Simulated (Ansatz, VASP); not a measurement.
**One calculation of Sn, two programs**

```
CELL_PARAMETERS angstrom
-1.85271 1.85271 1.85271
1.85271 -1.85271 1.85271
1.85271 1.85271 -1.85271
ATOMIC_POSITIONS crystal
Sn 0.00000 0.00000 0.00000
```

Alike in both runs: functional LDA; k mesh 15 × 15 × 15; occupations fermi-dirac, width 0.1 eV; no spin polarisation.

Ansatz relaxed the structure, and its values are those at the end. VASP's run is a single point on that final structure, the one shown.

|  | VASP | Ansatz |
| --- | --- | --- |
| version | VASP 6.6.1 | Ansatz 0.2.0 |
| potentials or method | VASP PAW LDA potentials, release 64 (Sn_d) | PAW with Ansatz's default frozen-core files, scalar-relativistic |
| plane-wave cutoff (eV) | 520 | 420 |
| valence electrons in the cell | 14 | 14 |

```csv
,VASP,Ansatz,Ansatz less VASP
pressure (GPa),-0.1,0.0,+0.01
```

LDA's correlation is that of Perdew and Zunger in VASP and of Perdew and Wang (1992) in Ansatz.
